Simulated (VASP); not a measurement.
**Al4FeCo3: single point with PBE**

The system is Al4FeCo3.

```xyz
8
Lattice="0.0002 -0.0001 2.8536 5.7080 0.0000 0.0004 0.0000 5.7096 -0.0001" Properties=species:S:1:pos:R:3 pbc="T T T"
Al    4.2674    4.2686    0.0001
Al    4.2675    1.4409    0.0001
Al    1.4406    4.2685    0.0000
Al    1.4406    1.4411    0.0001
Fe    2.8542    2.8547    1.4270
Co    2.8540    0.0000    1.4270
Co    0.0000    2.8548    1.4268
Co    0.0002   -0.0001    1.4268
```

```
Program                : VASP 6.6.1
Task                   : single point
Functional             : PBE
Potentials or basis    : VASP PAW PBE potentials, release 64 (Al, Fe, Co)
Cutoff                 : 520 eV
k mesh                 : 8 × 4 × 4
Occupations            : gaussian, width 0.2 eV
Spin                   : no spin polarisation
Dipole correction      : no
Further INCAR settings : ALGO = Fast; EDIFF = 1e-06; NBANDS = 34
```

The pressure is 0.1 GPa. The largest force is 0.005 eV/Å. The band gap on the k mesh is zero (an odd number of electrons rules out a gap without spin polarisation).

Forces in eV/Å, atoms in the order of the input:
```
Al   0.004  0.004  0.001
Al   0.003 -0.003  0.002
Al  -0.004  0.004  0.000
Al  -0.004 -0.004  0.000
Fe   0.000  0.000 -0.001
Co   0.000  0.000 -0.001
Co   0.001  0.000 -0.001
Co   0.000  0.000  0.000
```

Levels at points of the mesh, in eV from the Fermi level:
| k point | band 21 | band 22 | band 23 | band 24 | band 25 | band 26 | band 27 | band 28 |
| --- | --- | --- | --- | --- | --- | --- | --- | --- |
| (0.00, 0.00, 0.00) | -0.58 | -0.37 | -0.05 | -0.05 | 0.08 | 0.53 | 0.84 | 2.89 |
| (0.50, 0.00, 0.00) | -0.23 | -0.02 | -0.02 | 0.24 | 0.34 | 0.92 | 2.73 | 2.73 |
| (0.00, 0.50, 0.00) | -0.71 | -0.57 | -0.31 | -0.06 | 0.32 | 0.77 | 1.80 | 2.06 |
| (0.50, 0.50, 0.00) | -0.02 | 0.23 | 0.32 | 0.49 | 0.49 | 0.62 | 0.67 | 1.01 |
| (0.00, 0.00, 0.50) | -0.71 | -0.57 | -0.31 | -0.05 | 0.33 | 0.78 | 1.80 | 2.05 |
| (0.50, 0.00, 0.50) | -0.02 | 0.23 | 0.32 | 0.49 | 0.49 | 0.62 | 0.67 | 1.01 |
| (0.00, 0.50, 0.50) | -0.95 | -0.94 | -0.31 | -0.31 | 1.90 | 1.98 | 1.98 | 2.44 |
| (0.50, 0.50, 0.50) | -0.39 | -0.34 | -0.17 | -0.17 | 0.47 | 0.47 | 0.53 | 1.32 |

Run time: 2.5 min on 1 thread of AMD EPYC 9R45 96-Core Processor (Zen 5) (shared host), peak memory 0.3 GiB.

Caveat: the run has no spin polarisation, though such a crystal can be magnetic. Spin polarisation is off, so any magnetic state and its effect on volume and gap are missing.
